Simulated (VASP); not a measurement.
Set up this calculation in VASP 6.6.1, as the native input.

```yaml
Task: single point
Functional: PBEsol
Potentials_or_basis: VASP PAW PBE potentials, release 64 (Mg)
Cutoff: 520 eV
k_mesh: 8 × 8 × 2
Occupations: fermi-dirac, width 0.15 eV
Spin: no spin polarisation
Dipole_correction: no
Further_INCAR_settings: ALGO = Normal; EDIFF = 1e-06; NBANDS = 10
```

The structure of Mg lies in POSCAR:

```
Mg
1.0
    3.4090700000      0.0000000000      0.0000000000
   -1.7045400000      2.9523400000      0.0000000000
    0.0000000000      0.0000000000     10.8806800000
Mg
3
Direct
    0.0000000000      0.0000000000      0.0000000000
    0.6666666667      0.3333333333      0.7645500000
    0.6666666667      0.3333333333      0.2354500000
```

These files were run (other wordings do the same):

INCAR

```
SYSTEM = Mg
PREC     = Accurate       ! precision mode
ENCUT    = 520            ! plane-wave cutoff, eV
EDIFF    = 1E-6           ! SCF threshold, eV
ISMEAR   = -1             ! smearing method
SIGMA    = 0.15           ! smearing width, eV
LREAL    = .False.        ! projectors in reciprocal space
LASPH    = .True.         ! aspherical terms in the spheres
NELM     = 80             ! most SCF steps
ALGO     = Normal         ! electronic algorithm
ISIF     = 2              ! what is computed and relaxed
LWAVE    = .False.        ! write WAVECAR
LCHARG   = .False.        ! write CHGCAR
GGA      = PS             ! functional
NBANDS   = 10             ! bands
```

KPOINTS

```
Automatic mesh
0
Gamma
  8 8 2
  0 0 0
```

Potentials or basis: VASP PAW PBE potentials, release 64 (Mg).

Run with:

```bash
$ cat potpaw_PBE.64/Mg/POTCAR > POTCAR
$ mpirun -np 1 vasp_std > vasp.out
```

It gave:

* Pressure: -3.3 GPa
* Largest force: 0.082 eV/Å
* Band gap on the k mesh: zero (bands 3 and 4 overlap by 1.34 eV)

Caveat: the cell stands under tension; the PAW data sets were made with another functional, which shifts forces and pressure a little.

Run time: 45 s on 1 thread of Intel Xeon 8259CL, with other jobs on the host, peak memory 0.23 GiB.
